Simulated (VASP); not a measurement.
# CsPbCl3 (R-3m) in VASP: notebook

CsPbCl3 is run at these levels: LDA; tasks: single point.

Everything below comes from runs of VASP 6.6.1. Logs are shortened: lines on timing, memory, paths and dates and some standing lists are left out, and cuts for length are marked.

### 1 The cell of the first run

It takes space group R-3m (No. 166, trigonal). Conventional cell: a = 9.987 Å, b = 9.987 Å, c = 6.116 Å, α = 90.00°, β = 90.00°, γ = 120.00°. Within 4.0 Å of Cs (site symmetry -3m) lie 2 Pb at 3.06 Å and 6 Cl at 3.53 Å. Pb (site symmetry -3m) has 6 Cl at 3.06 Å and 2 Cs at 3.06 Å within 4.0 Å. Cl (site symmetry 2/m) has 2 Pb at 3.06 Å and 2 Cs at 3.53 Å and 4 Cl at 3.53 Å within 4.0 Å.

### 2 Single point, LDA

File INCAR:

```
SYSTEM = CsPbCl3
PREC = Accurate ; ENCUT = 520
EDIFF = 1E-6 ; ISMEAR = 0
SIGMA = 0.05 ; LREAL = .FALSE.
LASPH = .TRUE. ; NELM = 100
ALGO = Normal ; ISIF = 2
LWAVE = .FALSE. ; LCHARG = .FALSE.
GGA = CA ; NBANDS = 30
```

File KPOINTS:

```
Automatic mesh
0
G
  6 6 6
  0 0 0
```

File POSCAR:

```
CsPbCl3
1.0
    5.8848812372     -1.1769762474     -1.1769762474
   -1.1769762474      5.8848812372     -1.1769762474
   -1.1769762474     -1.1769762474      5.8848812372
Cs Pb Cl
1 1 3
Direct
    0.0000000000      0.0000000000      0.0000000000
    0.5000000000      0.5000000000      0.5000000000
    0.0000000000      0.5000000000      0.5000000000
    0.5000000000      0.0000000000      0.5000000000
    0.5000000000      0.5000000000      0.0000000000
```

Potentials or basis: VASP PAW LDA potentials, release 64 (Cs_sv, Pb_d, Cl).

Launch:

```sh
> cat potpaw_LDA.64/Cs_sv/POTCAR potpaw_LDA.64/Pb_d/POTCAR potpaw_LDA.64/Cl/POTCAR > POTCAR
> mpirun -np 1 vasp_std > vasp.out
```

OUTCAR:

```text
SYSTEM = CsPbCl3
   PREC = Accurate
   ENCUT = 520
   EDIFF = 1E-6
   ISMEAR = 0
   LREAL = .FALSE.
   LASPH = .TRUE.
   NELM = 100
   ISIF = 2
   GGA = CA

 ion  position               nearest neighbor table
   1  0.000  0.000  0.000-   2 3.06   2 3.06
   2  0.500  0.500  0.500-   3 3.06   4 3.06   4 3.06   3 3.06   5 3.06   5 3.06   1 3.06   1 3.06

   3  0.000  0.500  0.500-   2 3.06   2 3.06
   4  0.500  0.000  0.500-   2 3.06   2 3.06
   5  0.500  0.500  0.000-   2 3.06   2 3.06

  LATTYP: Found a body centered cubic cell.
 ALAT       =     7.0618574846

  Lattice vectors:

 A1 = (   5.8848812372,  -1.1769762474,  -1.1769762474)
 A2 = (  -1.1769762474,   5.8848812372,  -1.1769762474)
 A3 = (  -1.1769762474,  -1.1769762474,   5.8848812372)

Analysis of symmetry for initial positions (statically):
=====================================================================
 Subroutine PRICEL returns:
 Original cell was already a primitive cell.

 Routine SETGRP: Setting up the symmetry group for a
 body centered cubic supercell.

 Subroutine GETGRP returns: Found 12 space group operations
 (whereof 12 operations were pure point group operations)
 out of a pool of 48 trial point group operations.

The static configuration has the point symmetry D_3d.

Analysis of symmetry for dynamics (positions and initial velocities):
=====================================================================
 Subroutine PRICEL returns:
 Original cell was already a primitive cell.

 Routine SETGRP: Setting up the symmetry group for a
 body centered cubic supercell.

 Subroutine GETGRP returns: Found 12 space group operations
 (whereof 12 operations were pure point group operations)
 out of a pool of 48 trial point group operations.

The dynamic configuration has the point symmetry D_3d.

 Subroutine INISYM returns: Found 12 space group operations
 (whereof 12 operations are pure point group operations),
 and found     1 'primitive' translations

----------------------------------------------------------------------------------------

                                     Primitive cell

  volume of cell :     176.0868

  direct lattice vectors                    reciprocal lattice vectors
     5.884881237 -1.176976247 -1.176976247     0.188807737  0.047201934  0.047201934
    -1.176976247  5.884881237 -1.176976247     0.047201934  0.188807737  0.047201934
    -1.176976247 -1.176976247  5.884881237     0.047201934  0.047201934  0.188807737

  length of vectors
     6.115747980  6.115747980  6.115747980     0.200260847  0.200260847  0.200260847

  position of ions in fractional coordinates (direct lattice)
     0.000000000  0.000000000  0.000000000
     0.500000000  0.500000000  0.500000000
     1.000000000  0.500000000  0.500000000
     0.500000000  1.000000000  0.500000000
     0.500000000  0.500000000  0.000000000

  ion indices of the primitive-cell ions
   primitive index   ion index
                 1           1
                 2           2
                 3           3
                 4           4
                 5           5

----------------------------------------------------------------------------------------

 KPOINTS: Automatic mesh

Automatic generation of k-mesh.
 Grid dimensions read from file:
 generate k-points for:    6    6    6

 Generating k-lattice:

  Cartesian coordinates                     Fractional coordinates (reciprocal lattice)
     0.031467956  0.007866989  0.007866989     0.166666667 -0.000000000 -0.000000000
     0.007866989  0.031467956  0.007866989    -0.000000000  0.166666667 -0.000000000
     0.007866989  0.007866989  0.031467956    -0.000000000 -0.000000000  0.166666667

  Length of vectors
     0.033376808  0.033376808  0.033376808

  Shift w.r.t. Gamma in fractional coordinates (k-lattice)
     0.000000000  0.000000000  0.000000000

 Subroutine IBZKPT returns following result:
 ===========================================

 Found     32 irreducible k-points:

 Following reciprocal coordinates:
            Coordinates               Weight
  0.000000  0.000000  0.000000      1.000000
  0.166667  0.000000  0.000000      6.000000
  0.166667  0.000000 -0.166667      6.000000
  0.333333  0.000000  0.000000      6.000000
  0.333333  0.000000 -0.333333      6.000000
  0.500000  0.000000  0.000000      3.000000
[... 16 lines left out ...]
  0.166667 -0.166667  0.333333     12.000000
  0.500000  0.500000  0.166667      6.000000
 [... further k-points ...]
   k-points           NKPTS =     32   k-points in BZ     NKDIM =     32   number of bands    NBANDS=     30
   number of dos      NEDOS =    301   number of ions     NIONS =      5
   total plane-waves  NPLWV = 110592
   dimension x,y,z NGX =    48 NGY =   48 NGZ =   48
   dimension x,y,z NGXF=    96 NGYF=   96 NGZF=   96
   ions per type =               1   1   3
   NGX,Y,Z   is equivalent  to a cutoff of  13.05, 13.05, 13.05 a.u.
   NGXF,Y,Z  is equivalent  to a cutoff of  26.10, 26.10, 26.10 a.u.
 SYSTEM =  CsPbCl3
   PREC   = accura    normal or accurate (medium, high low for compatibility)
   ISTART =      0    job   : 0-new  1-cont  2-samecut
   ICHARG =      2    charge: 1-file 2-atom 10-const
   ISPIN  =      1    spin polarized calculation?
   LNONCOLLINEAR =      F non collinear calculations
   LSORBIT =      F    spin-orbit coupling
   LASPH  =      T    aspherical Exc in radial PAW
   ENCUT  =  520.0 eV  38.22 Ry    6.18 a.u.  11.37 11.37 11.37*2*pi/ulx,y,z
   NELM   =    100;   NELMIN=  2; NELMDL= -5     # of ELM steps
   EDIFF  = 0.1E-05   stopping-criterion for ELM
   LREAL  =      F    real-space projection
   EDIFFG = 0.1E-04   stopping-criterion for IOM
   NSW    =      0    number of steps for IOM
   IBRION =     -1    ionic relax: 0-MD 1-quasi-New 2-CG
   NFREE  =      0    steps in history (QN), initial steepest desc. (CG)
   ISIF   =      2    stress and relaxation
   ISYM   =      2    0-nonsym 1-usesym 2-fastsym
   POTIM  = 0.5000    time-step for ionic-motion
   TEBEG  =    0.0;   TEEND  =   0.0 temperature during run
   PSTRESS=    0.0 pullay stress
   NELECT =      44.0000    total number of electrons
   NUPDOWN=      -1.0000    fix difference up-down
   EMIN   =  10.00;   EMAX   =-10.00  energy-range for DOS
   EFERMI =   0.00;   METHOD = LEGACY
   ISMEAR =     0;   SIGMA  =   0.05  broadening in eV -4-tet -1-fermi 0-gaus
   EFERMI_NEDOS =   21; number of points for ismear=-14 and -15
   IALGO  =     38    algorithm
   IMIX   =      4    mixing-type and parameters
     AMIX     =   0.40;   BMIX     =  1.00
     AMIX_MAG =   1.60;   BMIX_MAG =  1.00
  volume/ion in A,a.u.               =      35.22       237.66
  Fermi-wavevector in a.u.,A,eV,Ry     =   1.031138  1.948568 14.466333  1.063245
  Thomas-Fermi vector in A             =   2.165271
   LORBIT       =      0    0 simple, 1 ext, 2 COOP (PROOUT), +10 PAW based schemes
   GGA     = CA    functional components
   LHFCALC =     F    Hartree Fock is set to
   AEXX    =    0.0000 exact exchange contribution
   IVDW    =     0    specifies the selected vdW correction
   LEPSILON=     F    determine dielectric tensor
   LRPA    =     F    only Hartree local field effects (RPA)
 non-spin polarized calculation
 Gauss-broadening in eV      SIGMA  =   0.05
  energy-cutoff  :      520.00
  volume of cell :      176.09
 maximum number of plane-waves:      4763
 NGX is ok and might be reduce to    48
   NGX = 23   NGY = 23   NGZ = 23

 number of electron      44.0000009 magnetization

 Free energy of the ion-electron system (eV)
  ---------------------------------------------------
  ext. energy  EPLUGINS =         0.00000000
  ---------------------------------------------------
  free energy    TOTEN  =       -16.63921205 eV

  energy without entropy =      -16.63920547  energy(sigma->0) =      -16.63920876

 E-fermi :   0.4742     XC(G=0):  -8.2430

 val. band max:        0.3777868207   @ k =   0.5000   0.5000   0.5000
 cond. band min:       0.5702991054   @ k =   0.5000   0.5000   0.5000
 fundamental gap:      0.1925122846
 Fermi energy:         0.4742446246

 k-point     1 :       0.0000    0.0000    0.0000
  band No.  band energies     occupation
      1     -20.7271      2.00000
      2     -16.7344      2.00000
      3     -16.6476      2.00000
      4     -16.6476      2.00000
      5     -16.4083      2.00000
      6     -16.4083      2.00000
[... 22 lines left out ...]
     29       6.5563      0.00000
     30       6.5563      0.00000

 k-point     2 :       0.1667    0.0000    0.0000
  band No.  band energies     occupation
      1     -20.7151      2.00000
      2     -16.7625      2.00000
      3     -16.6480      2.00000
      4     -16.6468      2.00000
      5     -16.4083      2.00000
      6     -16.4063      2.00000
[... 22 lines left out ...]
     29       6.8816      0.00000
     30       6.8945      0.00000

 k-point     3 :       0.1667    0.0000   -0.1667
  band No.  band energies     occupation
      1     -20.7266      2.00000
      2     -16.7335      2.00000
      3     -16.6470      2.00000
      4     -16.6458      2.00000
      5     -16.4074      2.00000
      6     -16.4052      2.00000
[... 22 lines left out ...]
     29       6.7144      0.00000
     30       6.9481      0.00000

 k-point     4 :       0.3333    0.0000    0.0000
  band No.  band energies     occupation
      1     -20.6907      2.00000
      2     -16.8192      2.00000
      3     -16.6490      2.00000
      4     -16.6454      2.00000
      5     -16.4085      2.00000
      6     -16.4022      2.00000
[... 616 lines left out ...]
     29       6.9651      0.00000
     30       7.8153      0.00000

 k-point    23 :       0.1667   -0.1667    0.3333
  band No.  band energies     occupation
      1     -20.6906      2.00000
      2     -16.8188      2.00000
      3     -16.6471      2.00000
      4     -16.6448      2.00000
      5     -16.4054      2.00000
      6     -16.4012      2.00000
[... 22 lines left out ...]
     29       7.1007      0.00000
     30       7.9812      0.00000

 k-point    24 :       0.5000    0.5000    0.1667
  band No.  band energies     occupation
      1     -20.7136      2.00000
      2     -16.7597      2.00000
      3     -16.6445      2.00000
      4     -16.6410      2.00000
      5     -16.4026      2.00000
      6     -16.3958      2.00000
[... 22 lines left out ...]
     29       7.3977      0.00000
     30       7.7018      0.00000

 [... further k-points ...]

------------------------ aborting loop because EDIFF is reached ----------------------------------------

  FORCE on cell =-STRESS in cart. coord.  units (eV):
  Direction    XX          YY          ZZ          XY          YZ          ZX
  --------------------------------------------------------------------------------------
  -------------------------------------------------------------------------------------
  Total       -2.1630932     -2.1630932     -2.1630932      5.5030540      5.5030540      5.5030540
  in kB      -19.6815345    -19.6815345    -19.6815345     50.0711433     50.0711433     50.0711433
  external PRESSURE =     -19.6815345 kB  Pullay stress =       0.0000000 kB

 VOLUME and BASIS-vectors are now :
 -----------------------------------------------------------------------------
  energy-cutoff  :      520.00
  volume of cell :      176.09
      direct lattice vectors                 reciprocal lattice vectors
     5.884881237 -1.176976247 -1.176976247     0.188807737  0.047201934  0.047201934
    -1.176976247  5.884881237 -1.176976247     0.047201934  0.188807737  0.047201934
    -1.176976247 -1.176976247  5.884881237     0.047201934  0.047201934  0.188807737

 POSITION                                       TOTAL-FORCE (eV/Angst)
 -----------------------------------------------------------------------------------
      0.00000      0.00000      0.00000        -0.000000      0.000000      0.000000
      1.76546      1.76546      1.76546         0.000000     -0.000000     -0.000000
     -1.17698      2.35395      2.35395         0.000000      0.000000     -0.000000
      2.35395     -1.17698      2.35395        -0.000000      0.000000      0.000000
      2.35395      2.35395     -1.17698         0.000000      0.000000      0.000000
 -----------------------------------------------------------------------------------
    total drift:                                0.000000     -0.000000     -0.000000

  FREE ENERGIE OF THE ION-ELECTRON SYSTEM (eV)
  ---------------------------------------------------
  free  energy   TOTEN  =       -16.6392120464 eV

  energy  without entropy=      -16.6392054653  energy(sigma->0) =      -16.63920876
```

Run time: 4.8 min. Hardware: 1 thread of Oxide Virtual Turin-like, shared host; peak memory 0.32 GiB.

What came out:

```
Free energy            : -16.6392 eV
Pressure               : -2.0 GPa
Band gap on the k mesh : 0.19 eV, direct
```

Levels at points of the mesh, in eV from the valence-band top:
```tsv
k point	band 20	band 21	band 22	band 23	band 24	band 25
(0.00, 0.00, 0.00)	-0.52	-0.04	-0.04	4.25	4.46	4.54
(0.50, 0.00, 0.00)	-1.01	-0.97	-0.21	0.85	3.30	4.29
(0.50, 0.00, 0.50)	-1.11	-0.85	-0.16	2.26	3.16	4.47
(0.50, 0.50, 0.50)	-0.24	-0.24	0.00	0.19	1.64	1.64
```

Caveat: spin-orbit coupling is left out, which moves the levels of the heavy elements.

[end of part 1 of 2]
